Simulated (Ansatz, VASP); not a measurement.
# CoO: VASP beside Ansatz

Contents of INCAR:

```
SYSTEM = CoO
PREC = Accurate
ENCUT = 520
EDIFF = 1E-7
ISMEAR = -1
SIGMA = 0.05
LREAL = .FALSE.
LASPH = .TRUE.
NELM = 150
ALGO = Normal
ISIF = 2
LWAVE = .FALSE.
LCHARG = .FALSE.
ISPIN = 2
MAGMOM = 2 0
LORBIT = 11
LMAXMIX = 4
GGA = PS
NBANDS = 18
```

Contents of KPOINTS:

```
regular mesh
0
G
  12 12 12
  0 0 0
```

Contents of POSCAR:

```
CoO
1.0
   -1.5080000000      1.5080000000      2.1072475377
    1.5080000000     -1.5080000000      2.1072475377
    1.5080000000      1.5080000000     -2.1072475377
Co O
1 1
Direct
    0.0000000000      0.0000000000      0.0000000000
    0.5000000000      0.5000000000      0.0000000000
```

The input input.yaml:

```yaml
crystal:
  lattice:
    - [-1.508, 1.508, 2.1072475377]
    - [1.508, -1.508, 2.1072475377]
    - [1.508, 1.508, -2.1072475377]
  atoms:
    - { symbol: Co, position: [0.0, 0.0, 0.0], spin: 2.0 }
    - { symbol: O, position: [0.5, 0.5, 0.0] }
kpoints:
  mp_grid: { grid: [12, 12, 12] }
  band_path:
    path:
      - [0.0, 0.0, 0.0]
      - [0.0, 0.0, 0.5]
      - [-0.2560599034, 0.2560599034, 0.5]
      - [-0.3780299517, 0.3780299517, 0.3780299517]
      - [0.0, 0.0, 0.0]
      - [0.5, 0.5, -0.5]
      - [0.3780299517, 0.6219700483, -0.3780299517]
      - [0.0, 0.5, 0.0]
    npoints: 12
scf:
  occupations: { method: fermi_dirac, width: 0.05 }
hamiltonian:
  xc: pbesol
  pseudopotentials: { kind: all_electron, lapw: { basis_error: 0.001 } }
magnetization:
  spin_polarized: true
output:
  forces: true
  stress: true
  eigenvalues: true
```

Alike in both runs: functional PBEsol; k mesh 12 × 12 × 12; occupations fermi-dirac, width 0.05 eV; collinear spin.

|  | VASP | Ansatz |
| --- | --- | --- |
| version | VASP 6.6.1 | Ansatz 0.2.0 |
| potentials or method | VASP PAW PBE potentials, release 64 (Co, O), cutoff 520 eV | all-electron LAPW, scalar-relativistic |
| task | single point | band structure |

|  | VASP | Ansatz | Ansatz less VASP |
| --- | --- | --- | --- |
| gap on the k mesh at the Fermi level (eV) | none | none | - |
| pressure (GPa) | -9.6 | -9.2 | +0.47 |
| traceless stress, the component that is largest in VASP (GPa) | 0.19 | 0.20 | +0.010 |
| net moment per atom (μB) | 1.46 | 1.47 | +0.010 |
| size of the moment on the site where the two differ most (μB) | 2.56 | 2.59 | +0.030 |

VASP's potentials were made for PBE, not for PBEsol. Site moments also hang on the region over which each program counts them. A gap of «none» marks a metal or a gap that the smearing closes. Ansatz ran all-electron here, and VASP with PAW potentials.
